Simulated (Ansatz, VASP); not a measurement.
# Two plane-wave programs on BaTiO3

```
CELL_PARAMETERS angstrom
2.86290 1.65289 2.35635
-2.86290 1.65289 2.35635
0.00000 -3.30579 2.35635
ATOMIC_POSITIONS crystal
Ba 0.00501 0.00501 0.00501
Ti 0.51917 0.51917 0.51917
O 0.48837 0.48837 0.97779
O 0.48837 0.97779 0.48837
O 0.97779 0.48837 0.48837
```

Alike in both runs: task single point; functional PBE; k mesh 6 × 6 × 6; occupations gaussian, width 0.02 eV; no spin polarisation; Hubbard terms Ti d U = 4.0 eV.

|  | VASP | Ansatz |
| --- | --- | --- |
| version | VASP 6.6.1 | Ansatz 0.2.0 |
| potentials or method | VASP PAW PBE potentials, release 64 (Ba_sv, Ti_sv, O), cutoff 520 eV | scalar-relativistic, plane waves, PAW |
| valence electrons in the cell | 40 | 40 |

|  | VASP | Ansatz | Ansatz less VASP |
| --- | --- | --- | --- |
| gap on the k mesh at the Fermi level (eV) | 2.97 | 2.99 | +0.013 |
| least direct gap on the mesh (eV) | 3.51 | 3.52 | +0.002 |
| pressure (GPa) | 4.9 | 1.3 | -3.54 |
| traceless stress, the component that is largest in VASP (GPa) | -0.66 | -0.14 | +0.522 |
| rms of the force components (eV/Å) | 0.449 | 0.158 | -0.2913 |

The programs project onto different local orbitals, so the same U acts differently, and such runs can settle in different states. Atom by atom the forces differ by 0.292 eV/Å (rms over components).

Spin-orbit coupling is off throughout.
